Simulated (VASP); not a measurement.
Wanted: the native input for a VASP 6.6.1 run.

| Quantity | Value |
| --- | --- |
| Task | single point |
| Functional | PBEsol |
| Potentials or basis | VASP PAW PBE potentials, release 64 (Ba_sv, H) |
| Cutoff | 520 eV |
| k mesh | 5 × 5 × 5 |
| Occupations | fermi-dirac, width 0.05 eV |
| Spin | no spin polarisation |
| Dipole correction | no |
| Further INCAR settings | ALGO = Normal; EDIFF = 1e-06; NBANDS = 15 |

The structure of BaH4 lies in POSCAR:

```
BaH4
1.0
    2.2908200000      1.3226000000      3.5362500000
   -2.2908200000      1.3226000000      3.5362500000
    0.0000000000     -2.6452100000      3.5362500000
Ba H
1 4
Direct
    0.0000000000      0.0000000000      0.0000000000
    0.7408700000      0.7408700000      0.7408700000
    0.2591300000      0.2591300000      0.2591300000
    0.4636900000      0.4636900000      0.4636900000
    0.5363100000      0.5363100000      0.5363100000
```

The input as run:

INCAR

```
SYSTEM = BaH4
  PREC = Accurate
  ENCUT = 520
  EDIFF = 1E-6
  ISMEAR = -1
  SIGMA = 0.05
  LREAL = .False.
  LASPH = .True.
  NELM = 80
  ALGO = Normal
  ISIF = 2
  LWAVE = .False.
  LCHARG = .True.
  GGA = PS
  LELF = .True.
  LVHAR = .True.
  NBANDS = 15
```

KPOINTS

```
regular mesh
0
Gamma
  5 5 5
  0 0 0
```

Potentials or basis: VASP PAW PBE potentials, release 64 (Ba_sv, H).

Launch:

```bash
$ cat potpaw_PBE.64/Ba_sv/POTCAR potpaw_PBE.64/H/POTCAR > POTCAR
$ mpirun -np 1 vasp_std > vasp.out
```

It gave:

```
Pressure               : -1.2 GPa
Largest force          : 0.462 eV/Å
Band gap on the k mesh : 2.39 eV, indirect (least direct gap 2.93 eV)
```

Caveat: the PAW data sets were made with another functional, which shifts forces and pressure a little; spin-orbit coupling is left out, which moves the levels of the heavy elements.

Wall time 27 s on 1 thread of Intel(R) Xeon(R) Platinum 8259CL CPU @ 2.50GHz (Skylake/Cascade Lake) (shared host), peak memory 0.2 GiB.
